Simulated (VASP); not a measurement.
# Cr (Im-3m) in VASP: settings compared

Aim: see how the results for Cr move with the level of theory and the settings. Levels: PBE, PBE+D4, RPBE+D4. Tasks: single point, relaxation of cell and atoms.

Everything below comes from runs of VASP 6.6.1. Logs are shortened: lines on timing, memory, paths and dates and some standing lists are left out, and cuts for length are marked.

## (1) The cell of the first run

Symmetry: Im-3m, No. 229, cubic system. The conventional cell has a = 2.969 Å, b = 2.969 Å, c = 2.969 Å, α = 90.00°, β = 90.00°, γ = 90.00°. Within 3.4 Å of Cr (site symmetry m-3m) lie 14 Cr at 2.57 to 2.97 Å.

## (2) Single point, PBE, collinear spin, ferromagnetic start

File INCAR:

```
PREC = Accurate
ENCUT = 520
EDIFF = 1E-6
ISMEAR = 0
SIGMA = 0.027000000000000003
LREAL = F
LASPH = T
NELM = 150
ALGO = Normal
ISIF = 2
LWAVE = F
LCHARG = F
ISPIN = 2
MAGMOM = 3
LORBIT = 11
LMAXMIX = 4
GGA = PE
NBANDS = 16
```

File KPOINTS:

```
Automatic mesh
0
Gamma
  12 12 12
```

File POSCAR:

```
Cr
1.0
   -1.4844496776      1.4844496776      1.4844496776
    1.4844496776     -1.4844496776      1.4844496776
    1.4844496776      1.4844496776     -1.4844496776
Cr
1
Direct
    0.0000000000      0.0000000000      0.0000000000
```

Potentials or basis: VASP PAW PBE potentials, release 64 (Cr_pv).

Launch:

```console
cat potpaw_PBE.64/Cr_pv/POTCAR > POTCAR
mpirun -np 1 vasp_std > vasp.out
```

OUTCAR:

```text
PREC = Accurate
   ENCUT = 520
   EDIFF = 1E-6
   ISMEAR = 0
   LREAL = F
   LASPH = T
   NELM = 150
   ISIF = 2
   ISPIN = 2
   LORBIT = 11
   GGA = PE

 ion  position               nearest neighbor table
   1  0.000  0.000  0.000-

  LATTYP: Found a body centered cubic cell.
 ALAT       =     2.9688993552

  Lattice vectors:

 A1 = (  -1.4844496776,   1.4844496776,   1.4844496776)
 A2 = (   1.4844496776,  -1.4844496776,   1.4844496776)
 A3 = (   1.4844496776,   1.4844496776,  -1.4844496776)

Analysis of symmetry for initial positions (statically):
=====================================================================
 Subroutine PRICEL returns:
 Original cell was already a primitive cell.

 Routine SETGRP: Setting up the symmetry group for a
 body centered cubic supercell.

 Subroutine GETGRP returns: Found 48 space group operations
 (whereof 48 operations were pure point group operations)
 out of a pool of 48 trial point group operations.

The static configuration has the point symmetry O_h .

Analysis of symmetry for dynamics (positions and initial velocities):
=====================================================================
 Subroutine PRICEL returns:
 Original cell was already a primitive cell.

 Routine SETGRP: Setting up the symmetry group for a
 body centered cubic supercell.

 Subroutine GETGRP returns: Found 48 space group operations
 (whereof 48 operations were pure point group operations)
 out of a pool of 48 trial point group operations.

The dynamic configuration has the point symmetry O_h .

Analysis of structural, dynamic, and magnetic symmetry:
=====================================================================
 Subroutine PRICEL returns:
 Original cell was already a primitive cell.

 Routine SETGRP: Setting up the symmetry group for a
 body centered cubic supercell.

 Subroutine GETGRP returns: Found 48 space group operations
 (whereof 48 operations were pure point group operations)
 out of a pool of 48 trial point group operations.

The overall configuration has the point symmetry O_h .

 Subroutine INISYM returns: Found 48 space group operations
 (whereof 48 operations are pure point group operations),
 and found     1 'primitive' translations

----------------------------------------------------------------------------------------

                                     Primitive cell

  volume of cell :      13.0845

  direct lattice vectors                    reciprocal lattice vectors
    -1.484449678  1.484449678  1.484449678     0.000000000  0.336825160  0.336825160
     1.484449678 -1.484449678  1.484449678     0.336825160  0.000000000  0.336825160
     1.484449678  1.484449678 -1.484449678     0.336825160  0.336825160  0.000000000

  length of vectors
     2.571142263  2.571142263  2.571142263     0.476342709  0.476342709  0.476342709

  position of ions in fractional coordinates (direct lattice)
     0.000000000  0.000000000  0.000000000

  ion indices of the primitive-cell ions
   primitive index   ion index
                 1           1

----------------------------------------------------------------------------------------

 KPOINTS: Automatic mesh

Automatic generation of k-mesh.
 Grid dimensions read from file:
 generate k-points for:   12   12   12

 Generating k-lattice:

  Cartesian coordinates                     Fractional coordinates (reciprocal lattice)
     0.000000000  0.028068763  0.028068763     0.083333333  0.000000000  0.000000000
     0.028068763  0.000000000  0.028068763     0.000000000  0.083333333  0.000000000
     0.028068763  0.028068763  0.000000000     0.000000000  0.000000000  0.083333333

  Length of vectors
     0.039695226  0.039695226  0.039695226

  Shift w.r.t. Gamma in fractional coordinates (k-lattice)
     0.000000000  0.000000000  0.000000000

 Subroutine IBZKPT returns following result:
 ===========================================

 Found     72 irreducible k-points:

 Following reciprocal coordinates:
            Coordinates               Weight
  0.000000  0.000000  0.000000      1.000000
  0.083333  0.000000  0.000000     12.000000
  0.166667  0.000000  0.000000     12.000000
  0.250000  0.000000  0.000000     12.000000
  0.333333  0.000000  0.000000     12.000000
  0.416667  0.000000  0.000000     12.000000
[... 16 lines left out ...]
  0.333333  0.083333  0.083333     24.000000
  0.416667  0.083333  0.083333     12.000000
 [... further k-points ...]
   k-points           NKPTS =     72   k-points in BZ     NKDIM =     72   number of bands    NBANDS=     16
   number of dos      NEDOS =    301   number of ions     NIONS =      1
   total plane-waves  NPLWV =   8000
   dimension x,y,z NGX =    20 NGY =   20 NGZ =   20
   dimension x,y,z NGXF=    40 NGYF=   40 NGZF=   40
   ions per type =               1
   NGX,Y,Z   is equivalent  to a cutoff of  12.93, 12.93, 12.93 a.u.
   NGXF,Y,Z  is equivalent  to a cutoff of  25.86, 25.86, 25.86 a.u.
 SYSTEM =  unknown system
   PREC   = accura    normal or accurate (medium, high low for compatibility)
   ISTART =      0    job   : 0-new  1-cont  2-samecut
   ICHARG =      2    charge: 1-file 2-atom 10-const
   ISPIN  =      2    spin polarized calculation?
   LNONCOLLINEAR =      F non collinear calculations
   LSORBIT =      F    spin-orbit coupling
   LASPH  =      T    aspherical Exc in radial PAW
   ENCUT  =  520.0 eV  38.22 Ry    6.18 a.u.   4.78  4.78  4.78*2*pi/ulx,y,z
   NELM   =    150;   NELMIN=  2; NELMDL= -5     # of ELM steps
   EDIFF  = 0.1E-05   stopping-criterion for ELM
   LREAL  =      F    real-space projection
   EDIFFG = 0.1E-04   stopping-criterion for IOM
   NSW    =      0    number of steps for IOM
   IBRION =     -1    ionic relax: 0-MD 1-quasi-New 2-CG
   NFREE  =      0    steps in history (QN), initial steepest desc. (CG)
   ISIF   =      2    stress and relaxation
   ISYM   =      2    0-nonsym 1-usesym 2-fastsym
   POTIM  = 0.5000    time-step for ionic-motion
   TEBEG  =    0.0;   TEEND  =   0.0 temperature during run
   PSTRESS=    0.0 pullay stress
   NELECT =      12.0000    total number of electrons
   NUPDOWN=      -1.0000    fix difference up-down
   EMIN   =  10.00;   EMAX   =-10.00  energy-range for DOS
   EFERMI =   0.00;   METHOD = LEGACY
   ISMEAR =     0;   SIGMA  =   0.03  broadening in eV -4-tet -1-fermi 0-gaus
   EFERMI_NEDOS =   21; number of points for ismear=-14 and -15
   IALGO  =     38    algorithm
   IMIX   =      4    mixing-type and parameters
     AMIX     =   0.40;   BMIX     =  1.00
     AMIX_MAG =   1.60;   BMIX_MAG =  1.00
  volume/ion in A,a.u.               =      13.08        88.30
  Fermi-wavevector in a.u.,A,eV,Ry     =   1.590559  3.005721 34.421077  2.529878
  Thomas-Fermi vector in A             =   2.689235
   LORBIT       =     11    0 simple, 1 ext, 2 COOP (PROOUT), +10 PAW based schemes
   GGA     = PE    functional components
   LHFCALC =     F    Hartree Fock is set to
   AEXX    =    0.0000 exact exchange contribution
   IVDW    =     0    specifies the selected vdW correction
   LEPSILON=     F    determine dielectric tensor
   LRPA    =     F    only Hartree local field effects (RPA)
 spin polarized calculation
 Gauss-broadening in eV      SIGMA  =   0.03
  energy-cutoff  :      520.00
  volume of cell :       13.08
 maximum number of plane-waves:       370
   NGX =  9   NGY =  9   NGZ =  9

 number of electron      12.0000008 magnetization      -0.0005429

 number of electron      12.0000008 magnetization       0.0000197

 Free energy of the ion-electron system (eV)
  ---------------------------------------------------
  ext. energy  EPLUGINS =         0.00000000
  ---------------------------------------------------
  free energy    TOTEN  =        -9.38205356 eV

  energy without entropy =       -9.38183101  energy(sigma->0) =       -9.38194229

 E-fermi :   9.2702     XC(G=0): -12.9614

 val. band max:        9.2126234786   @ k =  -0.2500   0.3333   0.1667
 cond. band min:       9.2920151816   @ k =   0.4167   0.0833   0.0000
 fundamental gap:      0.0793917030
 Fermi energy:         9.2701577915

 spin component 1

 k-point     1 :       0.0000    0.0000    0.0000
  band No.  band energies     occupation
      1     -33.5545      1.00000
      2     -33.5545      1.00000
      3     -33.5545      1.00000
      4       1.9051      1.00000
      5       8.5446      1.00000
      6       8.5446      1.00000
[... 8 lines left out ...]
     15      36.9897      0.00000
     16      40.5233      0.00000
[... 419 lines left out ...]
 k-point    24 :       0.4167    0.0833    0.0833
  band No.  band energies     occupation
      1     -34.1250      1.00000
      2     -33.7786      1.00000
      3     -33.5961      1.00000
      4       5.8603      1.00000
      5       7.1753      1.00000
      6       9.0520      1.00000
[... 8 lines left out ...]
     15      38.4272      0.00000
     16      39.7916      0.00000

 [... further k-points ...]

 spin component 2

 k-point     1 :       0.0000    0.0000    0.0000
  band No.  band energies     occupation
      1     -33.5544      1.00000
      2     -33.5544      1.00000
      3     -33.5544      1.00000
      4       1.9050      1.00000
      5       8.5446      1.00000
      6       8.5446      1.00000
[... 8 lines left out ...]
     15      36.9895      0.00000
     16      40.5232      0.00000
[... 419 lines left out ...]
 k-point    24 :       0.4167    0.0833    0.0833
  band No.  band energies     occupation
      1     -34.1249      1.00000
      2     -33.7786      1.00000
      3     -33.5960      1.00000
      4       5.8603      1.00000
      5       7.1754      1.00000
      6       9.0520      1.00000
[... 8 lines left out ...]
     15      38.4271      0.00000
     16      39.7915      0.00000

 [... further k-points ...]

------------------------ aborting loop because EDIFF is reached ----------------------------------------

  FORCE on cell =-STRESS in cart. coord.  units (eV):
  Direction    XX          YY          ZZ          XY          YZ          ZX
  --------------------------------------------------------------------------------------
  -------------------------------------------------------------------------------------
  Total       -2.0575765     -2.0575765     -2.0575765      0.0000000      0.0000000     -0.0000000
  in kB     -251.9475481   -251.9475481   -251.9475481      0.0000000      0.0000000     -0.0000000
  external PRESSURE =    -251.9475481 kB  Pullay stress =       0.0000000 kB

 VOLUME and BASIS-vectors are now :
 -----------------------------------------------------------------------------
  energy-cutoff  :      520.00
  volume of cell :       13.08
      direct lattice vectors                 reciprocal lattice vectors
    -1.484449678  1.484449678  1.484449678     0.000000000  0.336825160  0.336825160
     1.484449678 -1.484449678  1.484449678     0.336825160  0.000000000  0.336825160
     1.484449678  1.484449678 -1.484449678     0.336825160  0.336825160  0.000000000

 POSITION                                       TOTAL-FORCE (eV/Angst)
 -----------------------------------------------------------------------------------
      0.00000      0.00000      0.00000         0.000000     -0.000000      0.000000
 -----------------------------------------------------------------------------------
    total drift:                                0.000000     -0.000000      0.000000

  FREE ENERGIE OF THE ION-ELECTRON SYSTEM (eV)
  ---------------------------------------------------
  free  energy   TOTEN  =        -9.3820535635 eV

  energy  without entropy=       -9.3818310078  energy(sigma->0) =       -9.38194229

 total charge

# of ion       s       p       d       tot
------------------------------------------
    1        0.396   6.325   4.095  10.817

 magnetization (x)

# of ion       s       p       d       tot
------------------------------------------
    1       -0.000  -0.000   0.000   0.000
```

Run time: 20 s. Hardware: 1 thread of Intel Xeon 6975P-C, shared host; peak memory 0.15 GiB.

What came out:

- Free energy: -9.3821 eV
- Pressure: -25.2 GPa
- Band gap on the k mesh: zero (filled and empty bands overlap)
- Net moment: 0.00 μB per cell
- Valence electrons inside the program's atomic spheres: Cr 10.82

Levels at points of the mesh, in eV from the Fermi level:
Spin up:
| k point | band 2 | band 3 | band 4 | band 5 | band 6 | band 7 | band 8 | band 9 | band 10 | band 11 |
| --- | --- | --- | --- | --- | --- | --- | --- | --- | --- | --- |
| (0.00, 0.00, 0.00) | -42.82 | -42.82 | -7.37 | -0.73 | -0.73 | -0.73 | 1.02 | 1.02 | 7.11 | 21.34 |
| (0.50, 0.00, 0.00) | -43.02 | -42.83 | -3.81 | -2.02 | 0.89 | 1.00 | 1.29 | 2.41 | 7.10 | 8.57 |
| (0.50, 0.50, 0.50) | -43.25 | -43.25 | -3.57 | -3.57 | 2.09 | 2.09 | 2.09 | 7.11 | 9.57 | 9.57 |
Spin down:
| k point | band 4 | band 5 | band 6 | band 7 | band 8 | band 9 |
| --- | --- | --- | --- | --- | --- | --- |
| (0.00, 0.00, 0.00) | -7.37 | -0.73 | -0.73 | -0.73 | 1.02 | 1.02 |
| (0.50, 0.00, 0.00) | -3.81 | -2.02 | 0.89 | 1.00 | 1.29 | 2.41 |
| (0.50, 0.50, 0.50) | -3.57 | -3.57 | 2.09 | 2.09 | 2.09 | 7.11 |

Caveat: the starting moments collapsed, and a magnetic state may lie lower.

## (3) Relaxation of cell and atoms, PBE+D4, collinear spin, ferromagnetic start

File INCAR:

```
PREC = Accurate
ENCUT = 600
EDIFF = 1E-6
ISMEAR = -1
SIGMA = 0.05
LREAL = F
LASPH = T
NELM = 150
ALGO = Normal
ISIF = 3
LWAVE = F
LCHARG = F
ISPIN = 2
MAGMOM = 3
LORBIT = 11
LMAXMIX = 4
GGA = PE
IVDW = 13
IBRION = 2
NSW = 80
EDIFFG = -0.01
```

File KPOINTS:

```
regular mesh
0
Gamma
  12 12 12
```

POSCAR is that of step 2.

Potentials or basis: VASP PAW PBE potentials, release 64 (Cr_pv).

Launch:

```console
cat potpaw_PBE.64/Cr_pv/POTCAR > POTCAR
mpirun -np 1 vasp_std > vasp.out
```

Run time: 81 s. Hardware: 1 thread of Intel Xeon 6975P-C, shared host; peak memory 0.17 GiB.

Results (log left out):

```
Free energy                                           : -9.9782 eV
Relaxed volume                                        : 11.25 Å³/atom
Relaxed cell                                          : a = 2.445 Å, b = 2.445 Å, c = 2.445 Å, α = 109.47°, β = 109.47°, γ = 109.47°
Space group after relaxing (to 0.05 Å)                : Im-3m (No. 229)
Energy gained by relaxing                             : 195.4 meV/atom
Ionic steps                                           : 7
Pressure after relaxing                               : 0.0 GPa
Band gap on the k mesh                                : zero (filled and empty bands overlap)
Net moment                                            : 0.00 μB per cell
Valence electrons inside the program's atomic spheres : Cr 11.12
Dispersion energy per atom                            : -0.460 eV
```

Step by step:
| step | energy change (eV) | largest force (eV/Å) | pressure (GPa) | volume (Å³) |
| --- | --- | --- | --- | --- |
| 1 | 0.0000 | 0.0000 | -29.77 | 13.08 |
| 2 | 0.3754 | 0.0000 | 99.18 | 9.00 |
| 3 | -0.1946 | 0.0000 | -2.53 | 11.35 |
| 4 | -0.1954 | 0.0000 | -0.59 | 11.27 |
| 5 | -0.1954 | 0.0000 | 0.22 | 11.24 |
| 6 | -0.1954 | 0.0000 | -0.30 | 11.26 |
| 7 | -0.1954 | 0.0000 | 0.00 | 11.25 |

Final structure:
```
CELL_PARAMETERS angstrom
-1.41153 1.41153 1.41153
1.41153 -1.41153 1.41153
1.41153 1.41153 -1.41153
ATOMIC_POSITIONS crystal
Cr 0.00000 0.00000 0.00000
```

Levels at points of the mesh, in eV from the Fermi level:
Spin up:
```csv
k point,band 3,band 4,band 5,band 6,band 7,band 8,band 9,band 10
"(0.00, 0.00, 0.00)",-42.66,-7.95,-0.92,-0.92,-0.92,1.20,1.20,7.16
"(0.50, 0.00, 0.00)",-42.67,-4.55,-2.53,1.19,1.21,1.56,2.97,7.16
"(0.50, 0.50, 0.50)",-43.34,-4.46,-4.46,2.56,2.56,2.56,7.16,10.86
```
Spin down:
```
           k point  band 3  band 4  band 5  band 6  band 7  band 8  band 9  band 10
(0.00, 0.00, 0.00)  -42.66   -7.95   -0.92   -0.92   -0.92    1.20    1.20     7.16
(0.50, 0.00, 0.00)  -42.67   -4.55   -2.53    1.19    1.21    1.56    2.97     7.16
(0.50, 0.50, 0.50)  -43.34   -4.46   -4.46    2.56    2.56    2.56    7.16    10.86
```

Caveat: the starting moments collapsed, and a magnetic state may lie lower; pairwise dispersion overbinds metals, which lowers pressure and volume.

## (4) Relaxation of cell and atoms, RPBE+D4, collinear spin, ferromagnetic start

File INCAR:

```
SYSTEM = Cr
ALGO = Normal ; EDIFF = 1E-6
EDIFFG = -0.005 ; ENCUT = 600
GGA = RP ; IBRION = 2
ISIF = 3 ; ISMEAR = -1
ISPIN = 2 ; IVDW = 13
LASPH = .TRUE. ; LCHARG = .FALSE.
LMAXMIX = 4 ; LORBIT = 11
LREAL = .FALSE. ; LWAVE = .FALSE.
MAGMOM = 3 ; NELM = 150
NSW = 80 ; PREC = Accurate
SIGMA = 0.05
```

File KPOINTS:

```
k-points
0
G
  12 12 12
  0 0 0
```

POSCAR is that of step 3.

Launch:

```console
cat potpaw_PBE.64/Cr_pv/POTCAR > POTCAR
mpirun -np 1 vasp_std > vasp.out
```

Wall time 70 s (1 thread of Intel Xeon 6975P-C, shared host); peak memory 0.17 GiB.

Results (log left out):

```yaml
Free_energy: -9.8650 eV
Relaxed_volume: 11.23 Å³/atom
Relaxed_cell: a = 2.443 Å, b = 2.443 Å, c = 2.443 Å, α = 109.47°, β = 109.47°, γ = 109.47°
Space_group_after_relaxing_to_0.05_Å: Im-3m (No. 229)
Energy_gained_by_relaxing: 197.3 meV/atom
Ionic_steps: 7
Pressure_after_relaxing: 0.0 GPa
Band_gap_on_the_k_mesh: zero (filled and empty bands overlap)
Net_moment: 0.00 μB per cell
Valence_electrons_inside_the_program's_atomic_spheres: Cr 11.13
Dispersion_energy_per_atom: -0.890 eV
```

Step by step:
| step | energy change (eV) | largest force (eV/Å) | pressure (GPa) | volume (Å³) |
| --- | --- | --- | --- | --- |
| 1 | 0.0000 | 0.0000 | -29.61 | 13.08 |
| 2 | 0.3416 | 0.0000 | 94.86 | 9.02 |
| 3 | -0.1965 | 0.0000 | -2.44 | 11.33 |
| 4 | -0.1973 | 0.0000 | -0.63 | 11.25 |
| 5 | -0.1973 | 0.0000 | 0.20 | 11.22 |
| 6 | -0.1973 | 0.0000 | -0.27 | 11.24 |
| 7 | -0.1973 | 0.0000 | 0.00 | 11.23 |

Final structure:
```yaml
crystal:
  lattice:
    - [-1.41053, 1.41053, 1.41053]
    - [1.41053, -1.41053, 1.41053]
    - [1.41053, 1.41053, -1.41053]
  atoms:
    - { symbol: Cr, position: [0.00000, 0.00000, 0.00000] }
```

Levels at points of the mesh, in eV from the Fermi level:
Spin up:
```csv
k point,band 2,band 3,band 4,band 5,band 6,band 7,band 8,band 9,band 10,band 11
"(0.00, 0.00, 0.00)",-42.73,-42.73,-7.96,-0.92,-0.92,-0.92,1.22,1.22,7.21,22.51
"(0.50, 0.00, 0.00)",-43.04,-42.74,-4.56,-2.54,1.17,1.22,1.58,2.97,7.20,10.29
"(0.50, 0.50, 0.50)",-43.41,-43.41,-4.47,-4.47,2.56,2.56,2.56,7.20,10.89,10.89
```
Spin down:
| k point | band 2 | band 3 | band 4 | band 5 | band 6 | band 7 | band 8 | band 9 | band 10 | band 11 |
| --- | --- | --- | --- | --- | --- | --- | --- | --- | --- | --- |
| (0.00, 0.00, 0.00) | -42.73 | -42.73 | -7.96 | -0.92 | -0.92 | -0.92 | 1.22 | 1.22 | 7.21 | 22.51 |
| (0.50, 0.00, 0.00) | -43.04 | -42.74 | -4.56 | -2.54 | 1.17 | 1.22 | 1.58 | 2.97 | 7.20 | 10.29 |
| (0.50, 0.50, 0.50) | -43.41 | -43.41 | -4.47 | -4.47 | 2.56 | 2.56 | 2.56 | 7.20 | 10.89 | 10.89 |

Caveat: the starting moments collapsed, and a magnetic state may lie lower; the PAW data sets were made with another functional, which shifts forces and pressure a little; pairwise dispersion overbinds metals, which lowers pressure and volume.

(Continued in part 2 of 2.)
